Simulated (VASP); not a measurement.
Write the native input for VASP 6.6.1 that does the following.

```yaml
Task: single point
Functional: PBEsol
Potentials_or_basis: VASP PAW PBE potentials, release 64 (Au)
Cutoff: 520 eV
k_mesh: 20 × 20 × 20
Occupations: gaussian, width 0.15 eV
Spin: no spin polarisation
Dipole_correction: no
Further_INCAR_settings: ALGO = Normal; EDIFF = 1e-07; NBANDS = 12
```

The structure of Au lies in POSCAR:

```
Au
1.0
   -1.6572690000      1.6572690000      1.5246874800
    1.6572690000     -1.6572690000      1.5246874800
    1.6572690000      1.6572690000     -1.5246874800
Au
1
Direct
    0.0000000000      0.0000000000      0.0000000000
```

This cell differs from its parent crystal: strain +0.000 along x and y, -0.080 along z.

One way to write it, as run:

INCAR

```
ALGO = Normal
EDIFF = 1E-7
ENCUT = 520
GGA = PS
ISIF = 2
ISMEAR = 0
LASPH = True
LCHARG = True
LELF = True
LREAL = False
LVHAR = True
LWAVE = False
NBANDS = 12
NELM = 100
PREC = Accurate
SIGMA = 0.15
```

KPOINTS

```
k-points
0
Gamma
  20 20 20
```

Potentials or basis: VASP PAW PBE potentials, release 64 (Au).

Command:

```sh
$ cat potpaw_PBE.64/Au/POTCAR > POTCAR
$ mpirun -np 1 vasp_std > vasp.out
```

It gave:

The pressure is 3.0 GPa.

Caveat: the cell differs from its parent crystal (strain +0.000 along x and y, -0.080 along z); the PAW data sets were made with another functional, which shifts forces and pressure a little.

It took 61 s on 1 thread of Intel(R) Xeon(R) Platinum 8259CL CPU @ 2.50GHz (Skylake/Cascade Lake) (shared host), peak memory 0.25 GiB.
